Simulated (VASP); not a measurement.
Runs of VASP 6.6.1 on Mg. The structure is that of space group Fm-3m (No. 225), or close to it. The cells are those of the table. This isn't the form of Mg at room conditions, which is hcp.

```tsv
task	spin	cell	k mesh	cutoff (eV)	gap on the mesh (eV)	pressure (GPa)
single point	off	a = 3.221 Å, angles 60.0°, 1 atom	14 × 14 × 14	520	none	(b)
single point	off	a = 3.046 Å, angles 60.0°, 1 atom	14 × 14 × 14	520	none	(a)
single point	off	a = 3.301 Å, angles 60.0°, 1 atom	14 × 14 × 14	520	none	-3.7
single point	off	a = 3.179 Å, angles 60.0°, 1 atom	20 × 20 × 20	520	none	-0.2
single point	off	a = 3.179 Å, angles 60.0°, 1 atom	14 × 14 × 14	520	none	-0.2
single point	off	a = 3.179 Å, angles 60.0°, 1 atom	12 × 12 × 12	520	none	-0.3
single point	off	a = 3.261 Å, angles 60.0°, 1 atom	14 × 14 × 14	520	none	-2.7
single point	off	a = 3.092 Å, angles 60.0°, 1 atom	14 × 14 × 14	520	none	3.6
relaxation of cell and atoms	off	relaxed from a = 3.203 Å, angles 60.0°, 1 atom	12 × 12 × 12	600	none	0.0
single point	non-collinear, zero start, SOC	a = 3.179 Å, angles 60.0°, 1 atom	12 × 12 × 12	520	-	-0.3
single point	off	a = 3.136 Å, angles 60.0°, 1 atom	14 × 14 × 14	520	none	1.5
```

Alike in all rows: level r2SCAN; potentials or basis VASP PAW PBE potentials, release 64 (Mg); smearing fermi-dirac 0.1 eV.

**Question.** Fill in the values left out.

**Answer.** (a) 6.2; (b) -1.6.

Caveats: the PAW data sets were made with another functional, which shifts forces and pressure a little; the cell stands under pressure (at least some runs); the cell stands under tension (at least some runs).

A gap of «none» marks levels without a gap at the run's occupations.
